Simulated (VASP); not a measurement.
# CsMgF3 (Pm-3m) in VASP: single point with LDA

Aim: the single point of CsMgF3 with LDA.

All numbers are computed with VASP 6.6.1; they aren't measurements. Logs are shortened: lines on timing, memory, paths and dates and some standing lists are left out, and cuts for length are marked.

### 1 The cell of the first run

Symmetry: Pm-3m, No. 221, cubic system. The conventional cell has a = 4.252 Å, b = 4.252 Å, c = 4.252 Å, α = 90.00°, β = 90.00°, γ = 90.00°. Within 4.0 Å of Cs (site symmetry m-3m) lie 12 F at 3.01 Å and 8 Mg at 3.68 Å. Mg (site symmetry m-3m) has 6 F at 2.13 Å within 2.8 Å. Within 2.8 Å of F (site symmetry 4/mmm) lie 2 Mg at 2.13 Å.

### 2 Single point, LDA

The input, INCAR:

```
PREC = Accurate
ENCUT = 520
EDIFF = 1E-7
ISMEAR = 0
SIGMA = 0.01
LREAL = False
LASPH = True
NELM = 100
ALGO = Normal
ISIF = 2
LWAVE = False
LCHARG = False
NBANDS = 24
```

The input, KPOINTS:

```
Automatic mesh
0
Gamma
  4 4 4
```

The input, POSCAR:

```
CsMgF3
1.0
    4.2523070000      0.0000000000      0.0000000000
    0.0000000000      4.2523070000      0.0000000000
    0.0000000000      0.0000000000      4.2523070000
Cs Mg F
1 1 3
Direct
    0.0000000000      0.0000000000      0.0000000000
    0.5000000000      0.5000000000      0.5000000000
    0.0000000000      0.5000000000      0.5000000000
    0.5000000000      0.0000000000      0.5000000000
    0.5000000000      0.5000000000      0.0000000000
```

Potentials or basis: VASP PAW LDA potentials, release 64 (Cs_sv, Mg, F).

The run is started by

```
$ cat potpaw_LDA.64/Cs_sv/POTCAR potpaw_LDA.64/Mg/POTCAR potpaw_LDA.64/F/POTCAR > POTCAR
$ mpirun -np 1 vasp_std > vasp.out
```

OUTCAR:

```text
PREC = Accurate
   ENCUT = 520
   EDIFF = 1E-7
   ISMEAR = 0
   LREAL = False
   LASPH = True
   NELM = 100
   ISIF = 2

 ion  position               nearest neighbor table
   1  0.000  0.000  0.000-
   2  0.500  0.500  0.500-   3 2.13   4 2.13   5 2.13   5 2.13   4 2.13   3 2.13
   3  0.000  0.500  0.500-   2 2.13   2 2.13
   4  0.500  0.000  0.500-   2 2.13   2 2.13
   5  0.500  0.500  0.000-   2 2.13   2 2.13

  LATTYP: Found a simple cubic cell.
 ALAT       =     4.2523070000

  Lattice vectors:

 A1 = (   4.2523070000,   0.0000000000,   0.0000000000)
 A2 = (   0.0000000000,   4.2523070000,   0.0000000000)
 A3 = (   0.0000000000,   0.0000000000,   4.2523070000)

Analysis of symmetry for initial positions (statically):
=====================================================================
 Subroutine PRICEL returns:
 Original cell was already a primitive cell.

 Routine SETGRP: Setting up the symmetry group for a
 simple cubic supercell.

 Subroutine GETGRP returns: Found 48 space group operations
 (whereof 48 operations were pure point group operations)
 out of a pool of 48 trial point group operations.

The static configuration has the point symmetry O_h .

Analysis of symmetry for dynamics (positions and initial velocities):
=====================================================================
 Subroutine PRICEL returns:
 Original cell was already a primitive cell.

 Routine SETGRP: Setting up the symmetry group for a
 simple cubic supercell.

 Subroutine GETGRP returns: Found 48 space group operations
 (whereof 48 operations were pure point group operations)
 out of a pool of 48 trial point group operations.

The dynamic configuration has the point symmetry O_h .

 Subroutine INISYM returns: Found 48 space group operations
 (whereof 48 operations are pure point group operations),
 and found     1 'primitive' translations

----------------------------------------------------------------------------------------

                                     Primitive cell

  volume of cell :      76.8907

  direct lattice vectors                    reciprocal lattice vectors
     4.252307000  0.000000000  0.000000000     0.235166464  0.000000000  0.000000000
     0.000000000  4.252307000  0.000000000     0.000000000  0.235166464  0.000000000
     0.000000000  0.000000000  4.252307000     0.000000000  0.000000000  0.235166464

  length of vectors
     4.252307000  4.252307000  4.252307000     0.235166464  0.235166464  0.235166464

  position of ions in fractional coordinates (direct lattice)
     0.000000000  0.000000000  0.000000000
     0.500000000  0.500000000  0.500000000
     0.000000000  0.500000000  0.500000000
     0.500000000  0.000000000  0.500000000
     0.500000000  0.500000000  0.000000000

  ion indices of the primitive-cell ions
   primitive index   ion index
                 1           1
                 2           2
                 3           3
                 4           4
                 5           5

----------------------------------------------------------------------------------------

 KPOINTS: Automatic mesh

Automatic generation of k-mesh.
 Grid dimensions read from file:
 generate k-points for:    4    4    4

 Generating k-lattice:

  Cartesian coordinates                     Fractional coordinates (reciprocal lattice)
     0.058791616  0.000000000  0.000000000     0.250000000  0.000000000  0.000000000
     0.000000000  0.058791616  0.000000000     0.000000000  0.250000000  0.000000000
     0.000000000  0.000000000  0.058791616     0.000000000  0.000000000  0.250000000

  Length of vectors
     0.058791616  0.058791616  0.058791616

  Shift w.r.t. Gamma in fractional coordinates (k-lattice)
     0.000000000  0.000000000  0.000000000

 Subroutine IBZKPT returns following result:
 ===========================================

 Found     10 irreducible k-points:

 Following reciprocal coordinates:
            Coordinates               Weight
  0.000000  0.000000  0.000000      1.000000
  0.250000  0.000000  0.000000      6.000000
  0.500000  0.000000  0.000000      3.000000
  0.250000  0.250000  0.000000     12.000000
  0.500000  0.250000  0.000000     12.000000
  0.500000  0.500000  0.000000      3.000000
  0.250000  0.250000  0.250000      8.000000
  0.500000  0.250000  0.250000     12.000000
  0.500000  0.500000  0.250000      6.000000
  0.500000  0.500000  0.500000      1.000000
   k-points           NKPTS =     10   k-points in BZ     NKDIM =     10   number of bands    NBANDS=     24
   number of dos      NEDOS =    301   number of ions     NIONS =      5
   total plane-waves  NPLWV =  32768
   dimension x,y,z NGX =    32 NGY =   32 NGZ =   32
   dimension x,y,z NGXF=    64 NGYF=   64 NGZF=   64
   ions per type =               1   1   3
   NGX,Y,Z   is equivalent  to a cutoff of  12.51, 12.51, 12.51 a.u.
   NGXF,Y,Z  is equivalent  to a cutoff of  25.02, 25.02, 25.02 a.u.
 SYSTEM =  unknown system
   PREC   = accura    normal or accurate (medium, high low for compatibility)
   ISTART =      0    job   : 0-new  1-cont  2-samecut
   ICHARG =      2    charge: 1-file 2-atom 10-const
   ISPIN  =      1    spin polarized calculation?
   LNONCOLLINEAR =      F non collinear calculations
   LSORBIT =      F    spin-orbit coupling
   LASPH  =      T    aspherical Exc in radial PAW
   ENCUT  =  520.0 eV  38.22 Ry    6.18 a.u.   7.91  7.91  7.91*2*pi/ulx,y,z
   NELM   =    100;   NELMIN=  2; NELMDL= -5     # of ELM steps
   EDIFF  = 0.1E-06   stopping-criterion for ELM
   LREAL  =      F    real-space projection
   EDIFFG = 0.1E-05   stopping-criterion for IOM
   NSW    =      0    number of steps for IOM
   IBRION =     -1    ionic relax: 0-MD 1-quasi-New 2-CG
   NFREE  =      0    steps in history (QN), initial steepest desc. (CG)
   ISIF   =      2    stress and relaxation
   ISYM   =      2    0-nonsym 1-usesym 2-fastsym
   POTIM  = 0.5000    time-step for ionic-motion
   TEBEG  =    0.0;   TEEND  =   0.0 temperature during run
   PSTRESS=    0.0 pullay stress
   NELECT =      32.0000    total number of electrons
   NUPDOWN=      -1.0000    fix difference up-down
   EMIN   =  10.00;   EMAX   =-10.00  energy-range for DOS
   EFERMI =   0.00;   METHOD = LEGACY
   ISMEAR =     0;   SIGMA  =   0.01  broadening in eV -4-tet -1-fermi 0-gaus
   EFERMI_NEDOS =   21; number of points for ismear=-14 and -15
   IALGO  =     38    algorithm
   IMIX   =      4    mixing-type and parameters
     AMIX     =   0.40;   BMIX     =  1.00
     AMIX_MAG =   1.60;   BMIX_MAG =  1.00
  volume/ion in A,a.u.               =      15.38       103.78
  Fermi-wavevector in a.u.,A,eV,Ry     =   1.222269  2.309754 20.326316  1.493942
  Thomas-Fermi vector in A             =   2.357422
   LORBIT       =      0    0 simple, 1 ext, 2 COOP (PROOUT), +10 PAW based schemes
   GGA     = CA    functional components
   LHFCALC =     F    Hartree Fock is set to
   AEXX    =    0.0000 exact exchange contribution
   IVDW    =     0    specifies the selected vdW correction
   LEPSILON=     F    determine dielectric tensor
   LRPA    =     F    only Hartree local field effects (RPA)
 non-spin polarized calculation
 Gauss-broadening in eV      SIGMA  =   0.01
  energy-cutoff  :      520.00
  volume of cell :       76.89
 maximum number of plane-waves:      2103
 NGX is ok and might be reduce to    32
   NGX = 15   NGY = 15   NGZ = 15

 number of electron      31.9999959 magnetization

 Free energy of the ion-electron system (eV)
  ---------------------------------------------------
  ext. energy  EPLUGINS =         0.00000000
  ---------------------------------------------------
  free energy    TOTEN  =       -26.27741717 eV

  energy without entropy =      -26.27741717  energy(sigma->0) =      -26.27741717

 E-fermi :  -1.3449     XC(G=0): -10.1456

 val. band max:       -1.4200018594   @ k =   0.0000   0.0000   0.0000
 cond. band min:       4.9265249634   @ k =   0.0000   0.0000   0.0000
 fundamental gap:      6.3465268228
 Fermi energy:        -1.3448909855

 k-point     1 :       0.0000    0.0000    0.0000
  band No.  band energies     occupation
      1     -21.0182      2.00000
      2     -20.3821      2.00000
      3     -20.3821      2.00000
      4     -17.9412      2.00000
      5      -5.5546      2.00000
      6      -5.5546      2.00000
[... 16 lines left out ...]
     23      11.1908      0.00000
     24      13.5038      0.00000

 k-point     2 :       0.2500    0.0000    0.0000
  band No.  band energies     occupation
      1     -20.9115      2.00000
      2     -20.4455      2.00000
      3     -20.3785      2.00000
      4     -17.9911      2.00000
      5      -5.4426      2.00000
      6      -5.3452      2.00000
[... 16 lines left out ...]
     23      10.9651      0.00000
     24      13.9100      0.00000

 k-point     3 :       0.5000    0.0000    0.0000
  band No.  band energies     occupation
      1     -20.7280      2.00000
      2     -20.5875      2.00000
      3     -20.3761      2.00000
      4     -18.0411      2.00000
      5      -5.3050      2.00000
      6      -5.0586      2.00000
[... 16 lines left out ...]
     23      12.6441      0.00000
     24      13.0819      0.00000
[... 136 lines left out ...]
 k-point     9 :       0.5000    0.5000    0.2500
  band No.  band energies     occupation
      1     -20.5300      2.00000
      2     -20.5218      2.00000
      3     -20.5218      2.00000
      4     -18.0478      2.00000
      5      -5.9677      2.00000
      6      -5.9677      2.00000
[... 16 lines left out ...]
     23      12.7351      0.00000
     24      12.8445      0.00000

 k-point    10 :       0.5000    0.5000    0.5000
  band No.  band energies     occupation
      1     -20.5151      2.00000
      2     -20.5151      2.00000
      3     -20.5151      2.00000
      4     -18.0136      2.00000
      5      -6.1873      2.00000
      6      -6.1873      2.00000
[... 16 lines left out ...]
     23      13.7613      0.00000
     24      13.7613      0.00000

------------------------ aborting loop because EDIFF is reached ----------------------------------------

  FORCE on cell =-STRESS in cart. coord.  units (eV):
  Direction    XX          YY          ZZ          XY          YZ          ZX
  --------------------------------------------------------------------------------------
  -------------------------------------------------------------------------------------
  Total       -3.5078836     -3.5078836     -3.5078836      0.0000000      0.0000000     -0.0000000
  in kB      -73.0940331    -73.0940331    -73.0940331      0.0000000      0.0000000     -0.0000000
  external PRESSURE =     -73.0940331 kB  Pullay stress =       0.0000000 kB

 VOLUME and BASIS-vectors are now :
 -----------------------------------------------------------------------------
  energy-cutoff  :      520.00
  volume of cell :       76.89
      direct lattice vectors                 reciprocal lattice vectors
     4.252307000  0.000000000  0.000000000     0.235166464  0.000000000  0.000000000
     0.000000000  4.252307000  0.000000000     0.000000000  0.235166464  0.000000000
     0.000000000  0.000000000  4.252307000     0.000000000  0.000000000  0.235166464

 POSITION                                       TOTAL-FORCE (eV/Angst)
 -----------------------------------------------------------------------------------
      0.00000      0.00000      0.00000         0.000000      0.000000      0.000000
      2.12615      2.12615      2.12615         0.000000      0.000000      0.000000
      0.00000      2.12615      2.12615         0.000000      0.000000      0.000000
      2.12615      0.00000      2.12615         0.000000      0.000000      0.000000
      2.12615      2.12615      0.00000         0.000000      0.000000      0.000000
 -----------------------------------------------------------------------------------
    total drift:                                0.000000     -0.000000     -0.000000

  FREE ENERGIE OF THE ION-ELECTRON SYSTEM (eV)
  ---------------------------------------------------
  free  energy   TOTEN  =       -26.2774171686 eV

  energy  without entropy=      -26.2774171686  energy(sigma->0) =      -26.27741717
```

Run time: 5.6 s. Hardware: 1 thread of Intel Xeon 6975P-C (Granite Rapids), shared host; peak memory 0.16 GiB.

Results:

```
Free energy            : -26.2774 eV
Pressure               : -7.3 GPa
Band gap on the k mesh : 6.35 eV, direct
```

Levels at points of the mesh, in eV from the valence-band top:
```
           k point  band 13  band 14  band 15  band 16  band 17  band 18  band 19  band 20
(0.00, 0.00, 0.00)    -0.70     0.00     0.00     0.00     6.35     8.40     8.40    11.20
(0.50, 0.00, 0.00)    -0.66    -0.66    -0.43    -0.43     9.07     9.21     9.51    11.49
(0.50, 0.50, 0.00)    -1.06    -0.21    -0.19    -0.19     8.83    10.42    11.68    11.68
(0.50, 0.50, 0.50)    -0.19    -0.17    -0.17    -0.17     8.63     8.63     8.63    11.93
```

Caveat: spin-orbit coupling is left out, which moves the levels of the heavy elements.
